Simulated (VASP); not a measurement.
Wanted: the native input for a VASP 6.6.1 run.

```
Task                   : single point
Functional             : LDA
Potentials or basis    : VASP PAW LDA potentials, release 64 (Si)
Cutoff                 : 520 eV
k mesh                 : 12 × 12 × 12
Occupations            : gaussian, width 0.05 eV
Spin                   : no spin polarisation
Dipole correction      : no
Further INCAR settings : ALGO = Normal; EDIFF = 1e-07; NBANDS = 11
```

The structure of Si lies in POSCAR:

```
Si
1.0
    0.0000000000      2.7041749396      2.8425908853
    2.5556309978      0.0000000000      2.8425908853
    2.5556309978      2.7041749396      0.0000000000
Si
2
Direct
    0.5000000000      0.5000000000      0.5000000000
    0.7500000000      0.7500000000      0.7500000000
```

This cell differs from its parent crystal: strain +e along x and -e along y -0.0275, strain +e along z and -e/2 along x and y +0.0525.

The input as run:

INCAR

```
SYSTEM = Si
PREC     = Accurate       ! precision mode
ENCUT    = 520            ! plane-wave cutoff, eV
EDIFF    = 1E-7           ! SCF threshold, eV
ISMEAR   = 0              ! smearing method
SIGMA    = 0.05           ! smearing width, eV
LREAL    = .False.        ! projectors in reciprocal space
LASPH    = .True.         ! aspherical terms in the spheres
NELM     = 100            ! most SCF steps
ALGO     = Normal         ! electronic algorithm
ISIF     = 2              ! what is computed and relaxed
LWAVE    = .False.        ! write WAVECAR
LCHARG   = .True.         ! write CHGCAR
LELF     = .True.         ! ELF
LVHAR    = .True.       
NBANDS   = 11             ! bands
```

KPOINTS

```
regular mesh
0
Gamma
  12 12 12
  0 0 0
```

Potentials or basis: VASP PAW LDA potentials, release 64 (Si).

Command:

```bash
$ cat potpaw_LDA.64/Si/POTCAR > POTCAR
$ mpirun -np 1 vasp_std > vasp.out
```

Results of the run:

- Pressure: 0.0 GPa
- Band gap on the k mesh: zero (band 4 reaches 6.34 eV, above the bottom of band 5 at 5.93 eV)

Caveat: the cell differs from its parent crystal (strain +e along x and -e along y -0.0275, strain +e along z and -e/2 along x and y +0.0525).

It took 100 s on 1 thread of Intel(R) Xeon(R) Platinum 8259CL CPU @ 2.50GHz (Skylake/Cascade Lake), with other jobs on the host, peak memory 0.2 GiB.
